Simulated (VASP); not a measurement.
# AlGa3N4 in VASP: further runs, part 2 of 2

VASP 6.6.1. The steps go on from the part before.

**3. Single point, PBEsol (mode 4 frozen in at +0.000 Å and mode 15 at -0.060 Å (largest displacements))**

File INCAR:

```
ALGO = Normal
EDIFF = 1E-7
ENCUT = 520
GGA = PS
ISIF = 2
ISMEAR = 0
LASPH = True
LCHARG = False
LREAL = False
LWAVE = False
NBANDS = 41
NELM = 100
PREC = Accurate
SIGMA = 0.05
```

File KPOINTS:

```
k-points
0
Gamma
  6 6 6
```

File POSCAR:

```
AlGa3N4
1.0
    4.4675774128      0.0000000000      0.0000000000
    0.0000000000      4.4675774128      0.0000000000
    0.0000000000      0.0000000000      4.4675774128
Al Ga N
1 3 4
Direct
   -0.0000012765     -0.0000044047      0.0055585447
    0.4999996212      0.4999986928      0.0035652103
    0.4999996212     -0.0000028251      0.5016495886
   -0.0000008187      0.4999986928      0.5016495886
    0.7498335349      0.7498427815      0.2337398184
    0.7602644323      0.2397523606      0.7438302393
    0.2397489796      0.7602678134      0.7438243737
    0.2501633588      0.2501726055      0.2337291658
```

Potentials or basis: VASP PAW PBE potentials, release 64 (Al, Ga_d, N).

Started as:

```console
$ cat potpaw_PBE.64/Al/POTCAR potpaw_PBE.64/Ga_d/POTCAR potpaw_PBE.64/N/POTCAR > POTCAR
$ mpirun -np 1 vasp_std > vasp.out
```

OUTCAR:

```text
EDIFF = 1E-7
   ENCUT = 520
   GGA = PS
   ISIF = 2
   ISMEAR = 0
   LASPH = True
   LREAL = False
   NELM = 100
   PREC = Accurate

 ion  position               nearest neighbor table
   1  1.000  1.000  0.006-   5 1.88   8 1.88   7 1.91   6 1.91
   2  0.500  0.500  0.004-   8 1.88   5 1.88   6 2.01   7 2.01
   3  0.500  1.000  0.502-   7 1.92   6 1.92   5 1.98   8 1.98
   4  1.000  0.500  0.502-   6 1.92   7 1.92   8 1.98   5 1.98
   5  0.750  0.750  0.234-   1 1.88   2 1.88   3 1.98   4 1.98
   6  0.760  0.240  0.744-   1 1.91   4 1.92   3 1.92   2 2.01
   7  0.240  0.760  0.744-   1 1.91   3 1.92   4 1.92   2 2.01
   8  0.250  0.250  0.234-   1 1.88   2 1.88   4 1.98   3 1.98

  LATTYP: Found a simple cubic cell.
 ALAT       =     4.4675774128

  Lattice vectors:

 A1 = (   4.4675774128,   0.0000000000,   0.0000000000)
 A2 = (   0.0000000000,   4.4675774128,   0.0000000000)
 A3 = (   0.0000000000,   0.0000000000,   4.4675774128)

Analysis of symmetry for initial positions (statically):
=====================================================================
 Subroutine PRICEL returns:
 Original cell was already a primitive cell.

 Routine SETGRP: Setting up the symmetry group for a
 simple cubic supercell.

 Subroutine GETGRP returns: Found  1 space group operations
 (whereof  1 operations were pure point group operations)
 out of a pool of 48 trial point group operations.

The static configuration has the point symmetry C_1 .

Analysis of symmetry for dynamics (positions and initial velocities):
=====================================================================
 Subroutine PRICEL returns:
 Original cell was already a primitive cell.

 Routine SETGRP: Setting up the symmetry group for a
 simple cubic supercell.

 Subroutine GETGRP returns: Found  1 space group operations
 (whereof  1 operations were pure point group operations)
 out of a pool of 48 trial point group operations.

The dynamic configuration has the point symmetry C_1 .

 Subroutine INISYM returns: Found  1 space group operations
 (whereof  1 operations are pure point group operations),
 and found     1 'primitive' translations

----------------------------------------------------------------------------------------

                                     Primitive cell

  volume of cell :      89.1695

  direct lattice vectors                    reciprocal lattice vectors
     4.467577413  0.000000000  0.000000000     0.223834957  0.000000000  0.000000000
     0.000000000  4.467577413  0.000000000     0.000000000  0.223834957  0.000000000
     0.000000000  0.000000000  4.467577413     0.000000000  0.000000000  0.223834957

  length of vectors
     4.467577413  4.467577413  4.467577413     0.223834957  0.223834957  0.223834957

  position of ions in fractional coordinates (direct lattice)
     0.999998723  0.999995595  0.005558545
     0.499999621  0.499998693  0.003565210
     0.499999621  0.999997175  0.501649589
     0.999999181  0.499998693  0.501649589
     0.749833535  0.749842781  0.233739818
     0.760264432  0.239752361  0.743830239
     0.239748980  0.760267813  0.743824374
     0.250163359  0.250172605  0.233729166

  ion indices of the primitive-cell ions
   primitive index   ion index
[... 34 lines left out ...]

 Following reciprocal coordinates:
            Coordinates               Weight
  0.000000  0.000000  0.000000      1.000000
  0.166667  0.000000  0.000000      2.000000
  0.000000  0.166667  0.000000      2.000000
  0.000000  0.000000  0.166667      2.000000
  0.333333  0.000000  0.000000      2.000000
  0.000000  0.333333  0.000000      2.000000
[... 16 lines left out ...]
  0.000000 -0.333333  0.166667      2.000000
 -0.166667  0.000000  0.333333      2.000000
 [... further k-points ...]
   k-points           NKPTS =    112   k-points in BZ     NKDIM =    112   number of bands    NBANDS=     41
   number of dos      NEDOS =    301   number of ions     NIONS =      8
   total plane-waves  NPLWV =  46656
   dimension x,y,z NGX =    36 NGY =   36 NGZ =   36
   dimension x,y,z NGXF=    72 NGYF=   72 NGZF=   72
   ions per type =               1   3   4
   NGX,Y,Z   is equivalent  to a cutoff of  13.40, 13.40, 13.40 a.u.
   NGXF,Y,Z  is equivalent  to a cutoff of  26.79, 26.79, 26.79 a.u.
 SYSTEM =  unknown system
   PREC   = accura    normal or accurate (medium, high low for compatibility)
   ISTART =      0    job   : 0-new  1-cont  2-samecut
   ICHARG =      2    charge: 1-file 2-atom 10-const
   ISPIN  =      1    spin polarized calculation?
   LNONCOLLINEAR =      F non collinear calculations
   LSORBIT =      F    spin-orbit coupling
   LASPH  =      T    aspherical Exc in radial PAW
   ENCUT  =  520.0 eV  38.22 Ry    6.18 a.u.   8.31  8.31  8.31*2*pi/ulx,y,z
   NELM   =    100;   NELMIN=  2; NELMDL= -5     # of ELM steps
   EDIFF  = 0.1E-06   stopping-criterion for ELM
   LREAL  =      F    real-space projection
   EDIFFG = 0.1E-05   stopping-criterion for IOM
   NSW    =      0    number of steps for IOM
   IBRION =     -1    ionic relax: 0-MD 1-quasi-New 2-CG
   NFREE  =      0    steps in history (QN), initial steepest desc. (CG)
   ISIF   =      2    stress and relaxation
   ISYM   =      2    0-nonsym 1-usesym 2-fastsym
   POTIM  = 0.5000    time-step for ionic-motion
   TEBEG  =    0.0;   TEEND  =   0.0 temperature during run
   PSTRESS=    0.0 pullay stress
   NELECT =      62.0000    total number of electrons
   NUPDOWN=      -1.0000    fix difference up-down
   EMIN   =  10.00;   EMAX   =-10.00  energy-range for DOS
   EFERMI =   0.00;   METHOD = LEGACY
   ISMEAR =     0;   SIGMA  =   0.05  broadening in eV -4-tet -1-fermi 0-gaus
   EFERMI_NEDOS =   21; number of points for ismear=-14 and -15
   IALGO  =     38    algorithm
   IMIX   =      4    mixing-type and parameters
     AMIX     =   0.40;   BMIX     =  1.00
     AMIX_MAG =   1.60;   BMIX_MAG =  1.00
  volume/ion in A,a.u.               =      11.15        75.22
  Fermi-wavevector in a.u.,A,eV,Ry     =   1.450329  2.740725 28.619246  2.103455
  Thomas-Fermi vector in A             =   2.567954
   LORBIT       =      0    0 simple, 1 ext, 2 COOP (PROOUT), +10 PAW based schemes
   GGA     = PS    functional components
   LHFCALC =     F    Hartree Fock is set to
   AEXX    =    0.0000 exact exchange contribution
   IVDW    =     0    specifies the selected vdW correction
   LEPSILON=     F    determine dielectric tensor
   LRPA    =     F    only Hartree local field effects (RPA)
 non-spin polarized calculation
 Gauss-broadening in eV      SIGMA  =   0.05
  energy-cutoff  :      520.00
  volume of cell :       89.17
 maximum number of plane-waves:      2469
 NGX is ok and might be reduce to    36
   NGX = 17   NGY = 17   NGZ = 17

 number of electron      61.9999975 magnetization

 Free energy of the ion-electron system (eV)
  ---------------------------------------------------
  ext. energy  EPLUGINS =         0.00000000
  ---------------------------------------------------
  free energy    TOTEN  =       -54.82910291 eV

  energy without entropy =      -54.82910291  energy(sigma->0) =      -54.82910291

 E-fermi :   5.6736     XC(G=0): -11.7432

 val. band max:        5.4706545798   @ k =   0.0000   0.0000   0.0000
 cond. band min:       7.6181528239   @ k =   0.0000   0.0000   0.0000
 fundamental gap:      2.1474982441
 Fermi energy:         5.6736072234

 k-point     1 :       0.0000    0.0000    0.0000
  band No.  band energies     occupation
      1     -10.3865      2.00000
      2      -9.1141      2.00000
      3      -9.0954      2.00000
      4      -9.0535      2.00000
      5      -7.8042      2.00000
      6      -7.7940      2.00000
[... 1045 lines left out ...]
     40      15.7529      0.00000
     41      16.0391      0.00000

 [... further k-points ...]
[... 5 lines left out ...]
  --------------------------------------------------------------------------------------
  -------------------------------------------------------------------------------------
  Total        0.3190319      0.3190843     -0.0468854      2.0831653     -0.0009377     -0.0017947
  in kB        5.7322936      5.7332354     -0.8424265     37.4298473     -0.0168483     -0.0322466
  external PRESSURE =       3.5410341 kB  Pullay stress =       0.0000000 kB

 VOLUME and BASIS-vectors are now :
 -----------------------------------------------------------------------------
  energy-cutoff  :      520.00
  volume of cell :       89.17
      direct lattice vectors                 reciprocal lattice vectors
     4.467577413  0.000000000  0.000000000     0.223834957  0.000000000  0.000000000
     0.000000000  4.467577413  0.000000000     0.000000000  0.223834957  0.000000000
     0.000000000  0.000000000  4.467577413     0.000000000  0.000000000  0.223834957

 POSITION                                       TOTAL-FORCE (eV/Angst)
 -----------------------------------------------------------------------------------
      4.46757      4.46756      0.02483         0.000271      0.000645     -0.765711
      2.23379      2.23378      0.01593         0.000402      0.000554     -1.265933
      2.23379      4.46756      2.24116         0.000395      0.001046     -0.576829
      4.46757      2.23378      2.24116         0.000441      0.000556     -0.576837
      3.34994      3.34998      1.04425         0.448729      0.448203      0.832430
      3.39654      1.07111      3.32312        -0.305496      0.304030      0.759618
      1.07110      3.39656      3.32309         0.304148     -0.305641      0.760008
      1.11762      1.11767      1.04420        -0.448891     -0.449393      0.833255
 -----------------------------------------------------------------------------------
    total drift:                               -0.000008     -0.000007      0.000774

  FREE ENERGIE OF THE ION-ELECTRON SYSTEM (eV)
  ---------------------------------------------------
  free  energy   TOTEN  =       -54.8291029140 eV

  energy  without entropy=      -54.8291029140  energy(sigma->0) =      -54.82910291
```

Wall time 15 min (1 thread of AMD EPYC 7R13, shared host); peak memory 0.4 GiB.

Results:

```
Free energy            : -54.8291 eV
Pressure               : 0.4 GPa
Largest force          : 1.266 eV/Å
Band gap on the k mesh : 2.15 eV, direct
```

Forces in eV/Å, atoms in the order of the input:
```
Al   0.000  0.001 -0.766
Ga   0.000  0.001 -1.266
Ga   0.000  0.001 -0.577
Ga   0.000  0.001 -0.577
N    0.449  0.448  0.832
N   -0.305  0.304  0.760
N    0.304 -0.306  0.760
N   -0.449 -0.449  0.833
```

Stress tensor (GPa, compression positive):
```
 0.57  3.74  0.00
 3.74  0.57  0.00
 0.00  0.00 -0.08
```

Caveat: the cell differs from its parent crystal (mode 4 frozen in at +0.000 Å and mode 15 at -0.060 Å (largest displacements)); the PAW data sets were made with another functional, which shifts forces and pressure a little.
